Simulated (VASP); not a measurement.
# GaS3 (P6_3/mmc) in VASP: further runs

Runs on GaS3. Level: PBE. Tasks: single point.

Everything below comes from runs of VASP 6.6.1. Logs are shortened: lines on timing, memory, paths and dates and some standing lists are left out, and cuts for length are marked.

### Step 1. The cell of the first run

The structure is hexagonal, space group P6_3/mmc (No. 194). Conventional cell: a = 7.225 Å, b = 7.225 Å, c = 3.328 Å, α = 90.00°, β = 90.00°, γ = 120.00°. Ga (site symmetry -6m2) has 6 S at 2.47 Å and 2 Ga at 3.33 Å within 3.4 Å. S (site symmetry mm2) has 2 Ga at 2.47 Å and 8 S at 2.87 to 3.33 Å within 3.4 Å.

### Step 2. Single point, PBE

Input file INCAR:

```
SYSTEM = GaS3
PREC     = Accurate       ! precision mode
ENCUT    = 520            ! plane-wave cutoff, eV
EDIFF    = 1E-6           ! SCF threshold, eV
ISMEAR   = 0              ! smearing method
SIGMA    = 0.1            ! smearing width, eV
LREAL    = .False.        ! projectors in reciprocal space
LASPH    = .True.         ! aspherical terms in the spheres
NELM     = 100            ! most SCF steps
ALGO     = Normal         ! electronic algorithm
ISIF     = 2              ! what is computed and relaxed
LWAVE    = .False.        ! write WAVECAR
LCHARG   = .False.        ! write CHGCAR
GGA      = PE             ! functional
NBANDS   = 41             ! bands
```

Input file KPOINTS:

```
Automatic mesh
0
Gamma
  3 3 4
  0 0 0
```

Input file POSCAR:

```
GaS3
1.0
    7.2254833371      0.0000000000      0.0000000000
   -3.6127416685      6.2574521245      0.0000000000
    0.0000000000      0.0000000000      3.3281270624
Ga S
2 6
Direct
    0.3333333333      0.6666666667      0.2500000000
    0.6666666667      0.3333333333      0.7500000000
    0.8130069542      0.6260139085      0.2500000000
    0.1869930458      0.8130069542      0.7500000000
    0.3739860915      0.1869930458      0.2500000000
    0.1869930458      0.3739860915      0.7500000000
    0.8130069542      0.1869930458      0.2500000000
    0.6260139085      0.8130069542      0.7500000000
```

Potentials or basis: VASP PAW PBE potentials, release 64 (Ga_d, S).

Launch:

```
cat potpaw_PBE.64/Ga_d/POTCAR potpaw_PBE.64/S/POTCAR > POTCAR
mpirun -np 1 vasp_std > vasp.out
```

OUTCAR:

```text
SYSTEM = GaS3
   PREC = Accurate
   ENCUT = 520
   EDIFF = 1E-6
   ISMEAR = 0
   LREAL = .False.
   LASPH = .True.
   NELM = 100
   ISIF = 2
   GGA = PE

 ion  position               nearest neighbor table
   1  0.333  0.667  0.250-   4 2.47   4 2.47   6 2.47   6 2.47   8 2.47   8 2.47
   2  0.667  0.333  0.750-   7 2.47   7 2.47   3 2.47   3 2.47   5 2.47   5 2.47
   3  0.813  0.626  0.250-   2 2.47   2 2.47
   4  0.187  0.813  0.750-   1 2.47   1 2.47
   5  0.374  0.187  0.250-   2 2.47   2 2.47
   6  0.187  0.374  0.750-   1 2.47   1 2.47
   7  0.813  0.187  0.250-   2 2.47   2 2.47
   8  0.626  0.813  0.750-   1 2.47   1 2.47

  LATTYP: Found a hexagonal cell.
 ALAT       =     7.2254833371
 C/A-ratio  =     0.4606096101

  Lattice vectors:

 A1 = (   7.2254833371,   0.0000000000,   0.0000000000)
 A2 = (  -3.6127416685,   6.2574521245,   0.0000000000)
 A3 = (   0.0000000000,   0.0000000000,   3.3281270624)

Analysis of symmetry for initial positions (statically):
=====================================================================
 Subroutine PRICEL returns:
 Original cell was already a primitive cell.

 Routine SETGRP: Setting up the symmetry group for a
 hexagonal supercell.

 Subroutine GETGRP returns: Found 24 space group operations
 (whereof 12 operations were pure point group operations)
 out of a pool of 24 trial point group operations.

The static configuration has the point symmetry D_3d.
 The point group associated with its full space group is D_6h.

Analysis of symmetry for dynamics (positions and initial velocities):
=====================================================================
 Subroutine PRICEL returns:
 Original cell was already a primitive cell.

 Routine SETGRP: Setting up the symmetry group for a
 hexagonal supercell.

 Subroutine GETGRP returns: Found 24 space group operations
 (whereof 12 operations were pure point group operations)
 out of a pool of 24 trial point group operations.

The dynamic configuration has the point symmetry D_3d.
 The point group associated with its full space group is D_6h.

 Subroutine INISYM returns: Found 24 space group operations
 (whereof 12 operations are pure point group operations),
 and found     1 'primitive' translations

----------------------------------------------------------------------------------------

                                     Primitive cell

  volume of cell :     150.4750

  direct lattice vectors                    reciprocal lattice vectors
     7.225483337  0.000000000  0.000000000     0.138399046  0.079904726  0.000000000
    -3.612741669  6.257452125  0.000000000     0.000000000  0.159809453  0.000000000
     0.000000000  0.000000000  3.328127062     0.000000000  0.000000000  0.300469297

  length of vectors
     7.225483337  7.225483337  3.328127062     0.159809453  0.159809453  0.300469297

  position of ions in fractional coordinates (direct lattice)
     0.333333333  0.666666667  0.250000000
     0.666666667  0.333333333  0.750000000
     0.813006954  0.626013908  0.250000000
     0.186993046  0.813006954  0.750000000
     0.373986092  0.186993046  0.250000000
     0.186993046  0.373986092  0.750000000
     0.813006954  0.186993046  0.250000000
     0.626013908  0.813006954  0.750000000

  ion indices of the primitive-cell ions
   primitive index   ion index
                 1           1
                 2           2
                 3           3
                 4           4
                 5           5
                 6           6
                 7           7
                 8           8

----------------------------------------------------------------------------------------

 KPOINTS: Automatic mesh

Automatic generation of k-mesh.
 Grid dimensions read from file:
 generate k-points for:    3    3    4

 Generating k-lattice:

  Cartesian coordinates                     Fractional coordinates (reciprocal lattice)
     0.046133015  0.026634909  0.000000000     0.333333333  0.000000000  0.000000000
     0.000000000  0.053269818  0.000000000     0.000000000  0.333333333  0.000000000
     0.000000000  0.000000000  0.075117324     0.000000000  0.000000000  0.250000000

  Length of vectors
     0.053269818  0.053269818  0.075117324

  Shift w.r.t. Gamma in fractional coordinates (k-lattice)
     0.000000000  0.000000000  0.000000000

 Subroutine IBZKPT returns following result:
 ===========================================

 Found      9 irreducible k-points:

 Following reciprocal coordinates:
            Coordinates               Weight
  0.000000  0.000000  0.000000      1.000000
  0.333333  0.000000  0.000000      6.000000
  0.333333  0.333333  0.000000      2.000000
  0.000000  0.000000  0.250000      2.000000
  0.333333  0.000000  0.250000     12.000000
  0.333333  0.333333  0.250000      4.000000
  0.000000  0.000000  0.500000      1.000000
  0.333333  0.000000  0.500000      6.000000
  0.333333  0.333333  0.500000      2.000000
   k-points           NKPTS =      9   k-points in BZ     NKDIM =      9   number of bands    NBANDS=     41
   number of dos      NEDOS =    301   number of ions     NIONS =      8
   total plane-waves  NPLWV =  81648
   dimension x,y,z NGX =    54 NGY =   54 NGZ =   28
   dimension x,y,z NGXF=   108 NGYF=  108 NGZF=   56
   ions per type =               2   6
   NGX,Y,Z   is equivalent  to a cutoff of  12.42, 12.42, 13.99 a.u.
   NGXF,Y,Z  is equivalent  to a cutoff of  24.85, 24.85, 27.97 a.u.
 SYSTEM =  GaS3
   PREC   = accura    normal or accurate (medium, high low for compatibility)
   ISTART =      0    job   : 0-new  1-cont  2-samecut
   ICHARG =      2    charge: 1-file 2-atom 10-const
   ISPIN  =      1    spin polarized calculation?
   LNONCOLLINEAR =      F non collinear calculations
   LSORBIT =      F    spin-orbit coupling
   LASPH  =      T    aspherical Exc in radial PAW
   ENCUT  =  520.0 eV  38.22 Ry    6.18 a.u.  13.43 13.43  6.19*2*pi/ulx,y,z
   NELM   =    100;   NELMIN=  2; NELMDL= -5     # of ELM steps
   EDIFF  = 0.1E-05   stopping-criterion for ELM
   LREAL  =      F    real-space projection
   EDIFFG = 0.1E-04   stopping-criterion for IOM
   NSW    =      0    number of steps for IOM
   IBRION =     -1    ionic relax: 0-MD 1-quasi-New 2-CG
   NFREE  =      0    steps in history (QN), initial steepest desc. (CG)
   ISIF   =      2    stress and relaxation
   ISYM   =      2    0-nonsym 1-usesym 2-fastsym
   POTIM  = 0.5000    time-step for ionic-motion
   TEBEG  =    0.0;   TEEND  =   0.0 temperature during run
   PSTRESS=    0.0 pullay stress
   NELECT =      62.0000    total number of electrons
   NUPDOWN=      -1.0000    fix difference up-down
   EMIN   =  10.00;   EMAX   =-10.00  energy-range for DOS
   EFERMI =   0.00;   METHOD = LEGACY
   ISMEAR =     0;   SIGMA  =   0.10  broadening in eV -4-tet -1-fermi 0-gaus
   EFERMI_NEDOS =   21; number of points for ismear=-14 and -15
   IALGO  =     38    algorithm
   IMIX   =      4    mixing-type and parameters
     AMIX     =   0.40;   BMIX     =  1.00
     AMIX_MAG =   1.60;   BMIX_MAG =  1.00
  volume/ion in A,a.u.               =      18.81       126.93
  Fermi-wavevector in a.u.,A,eV,Ry     =   1.218196  2.302057 20.191077  1.484002
  Thomas-Fermi vector in A             =   2.353491
   LORBIT       =      0    0 simple, 1 ext, 2 COOP (PROOUT), +10 PAW based schemes
   GGA     = PE    functional components
   LHFCALC =     F    Hartree Fock is set to
   AEXX    =    0.0000 exact exchange contribution
   IVDW    =     0    specifies the selected vdW correction
   LEPSILON=     F    determine dielectric tensor
   LRPA    =     F    only Hartree local field effects (RPA)
 non-spin polarized calculation
 Gauss-broadening in eV      SIGMA  =   0.10
  energy-cutoff  :      520.00
  volume of cell :      150.47
 maximum number of plane-waves:      4128
 NGX is ok and might be reduce to    54
   NGX = 27   NGY = 27   NGZ = 13

 number of electron      61.9999975 magnetization

 Free energy of the ion-electron system (eV)
  ---------------------------------------------------
  ext. energy  EPLUGINS =         0.00000000
  ---------------------------------------------------
  free energy    TOTEN  =       -28.04140967 eV

  energy without entropy =      -28.00345055  energy(sigma->0) =      -28.02243011

 E-fermi :   5.0090     XC(G=0): -10.2266

 val. band max:        5.0058533865   @ k =   0.3333   0.0000   0.0000
 cond. band min:       5.1153388299   @ k =   0.0000   0.0000   0.0000
 fundamental gap:      0.1094854434
 Fermi energy:         5.0090392463

 k-point     1 :       0.0000    0.0000    0.0000
  band No.  band energies     occupation
      1     -10.0239      2.00000
      2      -9.6654      2.00000
      3      -9.6654      2.00000
      4      -9.6561      2.00000
      5      -9.5921      2.00000
      6      -9.5921      2.00000
[... 33 lines left out ...]
     40      11.1177      0.00000
     41      11.2324      0.00000

 k-point     2 :       0.3333    0.0000    0.0000
  band No.  band energies     occupation
      1      -9.8466      2.00000
      2      -9.6884      2.00000
      3      -9.6614      2.00000
      4      -9.6491      2.00000
      5      -9.6005      2.00000
      6      -9.5906      2.00000
[... 33 lines left out ...]
     40      10.9904      0.00000
     41      11.5776      0.00000

 k-point     3 :       0.3333    0.3333    0.0000
  band No.  band energies     occupation
      1      -9.7102      2.00000
      2      -9.7102      2.00000
      3      -9.7040      2.00000
      4      -9.6204      2.00000
      5      -9.6204      2.00000
      6      -9.5887      2.00000
[... 33 lines left out ...]
     40      10.8309      0.00000
     41      12.1841      0.00000

 k-point     4 :       0.0000    0.0000    0.2500
  band No.  band energies     occupation
      1      -9.7121      2.00000
      2      -9.7121      2.00000
      3      -9.6673      2.00000
      4      -9.6673      2.00000
      5      -9.5835      2.00000
      6      -9.5644      2.00000
[... 33 lines left out ...]
     40      11.3651      0.00000
     41      11.3651      0.00000

 k-point     5 :       0.3333    0.0000    0.2500
  band No.  band energies     occupation
      1      -9.7335      2.00000
      2      -9.7058      2.00000
      3      -9.6712      2.00000
      4      -9.6675      2.00000
      5      -9.5689      2.00000
      6      -9.5675      2.00000
[... 33 lines left out ...]
     40      11.4124      0.00000
     41      11.4301      0.00000

 k-point     6 :       0.3333    0.3333    0.2500
  band No.  band energies     occupation
      1      -9.7399      2.00000
      2      -9.6910      2.00000
      3      -9.6910      2.00000
      4      -9.6619      2.00000
      5      -9.5706      2.00000
      6      -9.5655      2.00000
[... 33 lines left out ...]
     40      11.6418      0.00000
     41      12.4804      0.00000

 k-point     7 :       0.0000    0.0000    0.5000
  band No.  band energies     occupation
      1      -9.7589      2.00000
      2      -9.7589      2.00000
      3      -9.7589      2.00000
      4      -9.7589      2.00000
      5      -9.5555      2.00000
      6      -9.5555      2.00000
[... 33 lines left out ...]
     40       9.5862      0.00000
     41      11.1302      0.00000

 k-point     8 :       0.3333    0.0000    0.5000
  band No.  band energies     occupation
      1      -9.7615      2.00000
      2      -9.7615      2.00000
      3      -9.7584      2.00000
      4      -9.7584      2.00000
      5      -9.5561      2.00000
      6      -9.5561      2.00000
[... 33 lines left out ...]
     40      10.2641      0.00000
     41      12.3011      0.00000

 k-point     9 :       0.3333    0.3333    0.5000
  band No.  band energies     occupation
      1      -9.7618      2.00000
      2      -9.7618      2.00000
      3      -9.7590      2.00000
      4      -9.7590      2.00000
      5      -9.5563      2.00000
      6      -9.5563      2.00000
[... 33 lines left out ...]
     40      10.7882      0.00000
     41      13.1153      0.00000

------------------------ aborting loop because EDIFF is reached ----------------------------------------

  FORCE on cell =-STRESS in cart. coord.  units (eV):
  Direction    XX          YY          ZZ          XY          YZ          ZX
  --------------------------------------------------------------------------------------
  -------------------------------------------------------------------------------------
  Total        0.0063774      0.0063774      0.1471881      0.0000000     -0.0000000      0.0000000
  in kB        0.0679035      0.0679035      1.5671801      0.0000000     -0.0000000      0.0000000
  external PRESSURE =       0.5676624 kB  Pullay stress =       0.0000000 kB

 VOLUME and BASIS-vectors are now :
 -----------------------------------------------------------------------------
  energy-cutoff  :      520.00
  volume of cell :      150.47
      direct lattice vectors                 reciprocal lattice vectors
     7.225483337  0.000000000  0.000000000     0.138399046  0.079904726  0.000000000
    -3.612741669  6.257452125  0.000000000     0.000000000  0.159809453  0.000000000
     0.000000000  0.000000000  3.328127062     0.000000000  0.000000000  0.300469297

 POSITION                                       TOTAL-FORCE (eV/Angst)
 -----------------------------------------------------------------------------------
     -0.00000      4.17163      0.83203        -0.000000      0.000000      0.000000
      3.61274      2.08582      2.49610         0.000000     -0.000000      0.000000
      3.61274      3.91725      0.83203        -0.000000     -0.004581     -0.000000
     -1.58607      5.08735      2.49610         0.003967     -0.002291     -0.000000
      2.02667      1.17010      0.83203         0.003967      0.002291     -0.000000
      0.00000      2.34020      2.49610         0.000000      0.004581      0.000000
      5.19881      1.17010      0.83203        -0.003967      0.002291      0.000000
      1.58607      5.08735      2.49610        -0.003967     -0.002291      0.000000
 -----------------------------------------------------------------------------------
    total drift:                               -0.000000      0.000000      0.000000

  FREE ENERGIE OF THE ION-ELECTRON SYSTEM (eV)
  ---------------------------------------------------
  free  energy   TOTEN  =       -28.0414096732 eV

  energy  without entropy=      -28.0034505470  energy(sigma->0) =      -28.02243011
```

Wall time 1.8 min (1 thread of Intel Xeon 8259CL, shared host); peak memory 0.28 GiB.

Results:

```
Free energy            : -28.0414 eV
Pressure               : 0.1 GPa
Largest force          : 0.005 eV/Å
Band gap on the k mesh : zero (bands 31 and 32 overlap by 0.98 eV)
```

Forces on the atoms (eV/Å):
```
Ga   0.000  0.000  0.000
Ga   0.000  0.000  0.000
S    0.000 -0.005  0.000
S    0.004 -0.002  0.000
S    0.004  0.002  0.000
S    0.000  0.005  0.000
S   -0.004  0.002  0.000
S   -0.004 -0.002  0.000
```

Stress tensor (GPa, compression positive):
```
0.01 0.00 0.00
0.00 0.01 0.00
0.00 0.00 0.16
```

Caveat: the k points lie up to 0.47 Å⁻¹ apart, too coarse for converged energies and pressures of a metal.

### Step 3. Single point, PBE

This run uses another cell than the first one, of 20.47 Å³/atom.

Input file INCAR:

```
SYSTEM = GaS3
PREC = Accurate
ENCUT = 520
EDIFF = 1E-6
ISMEAR = 0
SIGMA = 0.1
LREAL = .FALSE.
LASPH = .TRUE.
NELM = 100
ALGO = Normal
ISIF = 2
LWAVE = .FALSE.
LCHARG = .FALSE.
GGA = PE
NBANDS = 41
```

Input file KPOINTS:

```
regular mesh
0
G
  3 3 4
  0 0 0
```

Input file POSCAR:

```
GaS3
1.0
    6.1757641417      0.0000000000      0.0000000000
   -3.0878820708      5.3483686345      0.0000000000
    0.0000000000      0.0000000000      4.9570035966
Ga S
2 6
Direct
    0.3333333333      0.6666666667      0.2500000000
    0.6666666667      0.3333333333      0.7500000000
    0.8330000000      0.6660000000      0.2500000000
    0.1670000000      0.8330000000      0.7500000000
    0.3340000000      0.1670000000      0.2500000000
    0.1670000000      0.3340000000      0.7500000000
    0.8330000000      0.1670000000      0.2500000000
    0.6660000000      0.8330000000      0.7500000000
```

Potentials or basis: VASP PAW PBE potentials, release 64 (Ga_d, S).

Launch:

```
cat potpaw_PBE.64/Ga_d/POTCAR potpaw_PBE.64/S/POTCAR > POTCAR
mpirun -np 1 vasp_std > vasp.out
```

It took 76 s on 1 thread of Intel Xeon 8259CL, shared host; peak memory 0.3 GiB.

It converged, with:

```
Free energy            : -23.9705 eV
Pressure               : -8.3 GPa
Largest force          : 0.218 eV/Å
Band gap on the k mesh : zero (bands 31 and 32 overlap by 1.16 eV)
```

Forces on the atoms (eV/Å):
```
Ga   0.000  0.000  0.000
Ga   0.000  0.000  0.000
S    0.000 -0.218  0.000
S    0.189 -0.109  0.000
S    0.189  0.109  0.000
S    0.000  0.218  0.000
S   -0.189  0.109  0.000
S   -0.189 -0.109  0.000
```

Stress tensor (GPa, compression positive):
```
-7.55  0.00  0.00
 0.00 -7.55  0.00
 0.00  0.00 -9.91
```

Levels at points of the mesh, in eV from the Fermi level:
```csv
k point,band 28,band 29,band 30,band 31,band 32,band 33,band 34,band 35
"(0.00, 0.00, 0.00)",-0.85,-0.56,-0.55,-0.55,0.47,0.47,1.09,1.09
"(0.00, 0.00, 0.50)",-0.01,0.08,0.08,0.08,0.08,0.86,0.86,0.86
```

Caveat: the k points lie up to 0.39 Å⁻¹ apart, too coarse for converged energies and pressures of a metal.
